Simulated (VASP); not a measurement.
CdTe (rocksalt type), 2 atoms in the cell. Symmetry: Fm-3m, No. 225, cubic system. The conventional cell has a = 4.860 Å, b = 4.860 Å, c = 4.860 Å, α = 90.00°, β = 90.00°, γ = 90.00°. Cd (site symmetry m-3m) has 6 Te at 2.43 Å within 3.2 Å. Te (site symmetry m-3m) has 6 Cd at 2.43 Å within 3.2 Å.  This cell differs from its parent crystal: volume scaled by 0.55.

| Property | Result |
| --- | --- |
| Program | VASP 6.6.1 |
| Task | density of states |
| Functional | LDA |
| Potentials or basis | VASP PAW LDA potentials, release 64 (Cd, Te) |
| Cutoff | 520 eV |
| k mesh | 13 × 13 × 13 |
| Occupations | fermi-dirac, width 0.05 eV |
| Spin | no spin polarisation |
| Dipole correction | no |
| k mesh for the DOS | 20 × 20 × 20 |
| Occupations for the DOS | tetrahedron |
| Further INCAR settings | ALGO = Normal; EDIFF = 1e-06; NBANDS = 16 |

Potentials or basis: VASP PAW LDA potentials, release 64 (Cd, Te).

Run with:

```console
$ cat potpaw_LDA.64/Cd/POTCAR potpaw_LDA.64/Te/POTCAR > POTCAR
$ cp INCAR.step1 INCAR
$ cp KPOINTS.step1 KPOINTS
$ mpirun -np 1 vasp_std > vasp.out
$ cp INCAR.step2 INCAR
$ cp KPOINTS.step2 KPOINTS
$ mpirun -np 1 vasp_std > vasp.out
```

Hardware: 1 thread of Intel Xeon 6975P-C, on a shared host.

Task: Estimate the wall time of this run.

Result: Run time: 70 s on 1 thread of Intel Xeon 6975P-C, on a shared host, peak memory 0.24 GiB. Counts: k points 256.
